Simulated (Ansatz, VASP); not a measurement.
## Two plane-wave programs on Si

The input INCAR:

```
  ALGO = Normal
  EDIFF = 1E-7
  ENCUT = 520
  GGA = PE
  ISIF = 2
  ISMEAR = 0
  IVDW = 12
  LASPH = True
  LCHARG = False
  LREAL = False
  LWAVE = False
  NBANDS = 8
  NELM = 80
  PREC = Accurate
  SIGMA = 0.15
```

KPOINTS

```
k-points
0
Gamma
  28 28 28
```

Contents of POSCAR:

```
Si
1.0
    0.0000000000      2.0668159823      1.9005204435
    1.9005204435      0.0000000000      1.9005204435
    1.9005204435      2.0668159823      0.0000000000
Si
1
Direct
    0.0000000000      0.0000000000      0.0000000000
```

Input for Ansatz:

```yaml
crystal:
  lattice:
    - [0.0, 2.0668159823, 1.9005204435]
    - [1.9005204435, 0.0, 1.9005204435]
    - [1.9005204435, 2.0668159823, 0.0]
  atoms:
    - { symbol: Si, position: [0.0, 0.0, 0.0] }
basis:
  ecutwfc: 420
kpoints:
  mp_grid: { grid: [28, 28, 28] }
hamiltonian:
  xc: pbe
  dispersion: d3bj
scf:
  occupations: { method: gaussian, width: 0.15 }
output:
  forces: true
  stress: true
  eigenvalues: true
  write_density: true
  write_potential: true
  elf: true
  volumetric_format: npy
```

Change from the starting cell: strain +0.0875 x Voigt [0, 1, 0, 0, 0, 0], atoms carried along.

Alike in both runs: task single point; functional PBE; dispersion D3(BJ); k mesh 28 × 28 × 28; occupations gaussian, width 0.15 eV; no spin polarisation.

|  | VASP | Ansatz |
| --- | --- | --- |
| version | VASP 6.6.1 | Ansatz 0.2.0 |
| potentials or method | VASP PAW PBE potentials, release 64 (Si), cutoff 520 eV | scalar-relativistic, plane waves, PAW |
| valence electrons in the cell | 4 | 4 |

|  | VASP | Ansatz | Ansatz less VASP |
| --- | --- | --- | --- |
| gap on the k mesh at the Fermi level (eV) | none | none | - |
| pressure (GPa) | -6.8 | -6.8 | +0.02 |
| traceless stress, the component that is largest in VASP (GPa) | 0.96 | 0.96 | -0.007 |

A gap of «none» marks a metal or a gap that the smearing closes.
